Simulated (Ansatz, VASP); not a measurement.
## Two plane-wave programs on NiSb

```xyz
4
Lattice="3.8478 0.0000 0.0000 -1.9239 3.3323 0.0000 0.0000 0.0000 5.0155" Properties=species:S:1:pos:R:3 pbc="T T T"
Sb    1.9239    1.1108    3.7616
Sb    0.0000    2.2215    1.2539
Ni    0.0000    0.0000    2.5077
Ni    0.0000    0.0000    0.0000
```

Alike in both runs: task single point; functional PBEsol; k mesh 8 × 8 × 5; occupations fermi-dirac, width 0.05 eV; collinear spin.

```csv
,VASP,Ansatz
version,VASP 6.6.1,Ansatz 0.2.0
potentials or method,"VASP PAW PBE potentials, release 64 (Sb, Ni)",Ansatz PAW
plane-wave cutoff (eV),520,420
valence electrons in the cell,30,66
```

|  | VASP | Ansatz | Ansatz less VASP |
| --- | --- | --- | --- |
| gap on the k mesh at the Fermi level (eV) | none | none | - |
| pressure (GPa) | 6.7 | 6.7 | -0.05 |
| traceless stress, the component that is largest in VASP (GPa) | -0.66 | -0.76 | -0.101 |
| net moment per atom (μB) | 0.00 | 0.00 | 0.000 |

VASP's potentials were made for PBE, not for PBEsol. A gap of «none» marks a metal or a gap that the smearing closes. VASP's potentials hold 30 valence electrons a cell and Ansatz's 66, so a difference there can come from the potentials and not from the codes.

Spin-orbit coupling is off throughout.
